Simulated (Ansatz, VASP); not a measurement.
This is a calculation of Ba for Ansatz 0.2.0.

Contents of input.yaml:

```yaml
crystal:
  lattice:
    - [0.0, 3.1666737309, 3.1666737309]
    - [3.1666737309, 0.0, 3.1666737309]
    - [3.1666737309, 3.1666737309, 0.0]
  atoms:
    - { symbol: Ba, position: [0.0, 0.0, 0.0] }
kpoints:
  mp_grid: { grid: [7, 7, 7] }
scf:
  occupations: { method: fermi_dirac, width: 0.025 }
hamiltonian:
  xc: { exchange: rpbe, correlation: lyp }
  pseudopotentials:
    kind: all_electron
    lapw: { basis_error: 0.001 }
    dirac_shells: { Ba: ["3p", "3d"] }
output:
  forces: true
  stress: true
  eigenvalues: true
```

Potentials or basis: all-electron LAPW, inner shells corrected to Dirac's equation.

Launch:

```sh
$ ansatz run input.yaml --threads 1 --pin off --max-ram 2560MiB --backend cpu --events-out ev --progress --plain --runs-dir out
```

Task: Translate it to VASP 6.6.1. Potentials there: VASP PAW PBE potentials, release 64 (Ba_sv).

Result: As run (the cutoff follows the program's own potentials):

INCAR

```
SYSTEM = Ba
PREC = Accurate ; ENCUT = 500
EDIFF = 1E-6 ; ISMEAR = -1
SIGMA = 0.025 ; LREAL = .False.
LASPH = .True. ; NELM = 120
ALGO = Normal ; ISIF = 2
LWAVE = .False. ; LCHARG = .False.
GGA = LIBXC ; LIBXC1 = GGA_X_RPBE
LIBXC2 = GGA_C_LYP ; NBANDS = 11
GGA_COMPAT = .False.
```

KPOINTS

```
Automatic mesh
0
Gamma
  7 7 7
  0 0 0
```

The input POSCAR:

```
Ba
1.0
    0.0000000000      3.1666737309      3.1666737309
    3.1666737309      0.0000000000      3.1666737309
    3.1666737309      3.1666737309      0.0000000000
Ba
1
Direct
    0.0000000000      0.0000000000      0.0000000000
```

Potentials or basis: VASP PAW PBE potentials, release 64 (Ba_sv).

The run is started by

```console
$ cat potpaw_PBE.64/Ba_sv/POTCAR > POTCAR
$ mpirun -np 1 vasp_std > vasp.out
```

Both were run:

|  | VASP | Ansatz | Ansatz less VASP |
| --- | --- | --- | --- |
| gap on the k mesh at the Fermi level (eV) | none | none | - |
| pressure (GPa) | 1.4 | 1.3 | -0.05 |

VASP's potentials were made for PBE, not for rpbe exchange, lyp correlation. A gap of «none» marks a metal or a gap that the smearing closes. Ansatz ran all-electron here, and VASP with PAW potentials.

Spin-orbit coupling is off throughout.
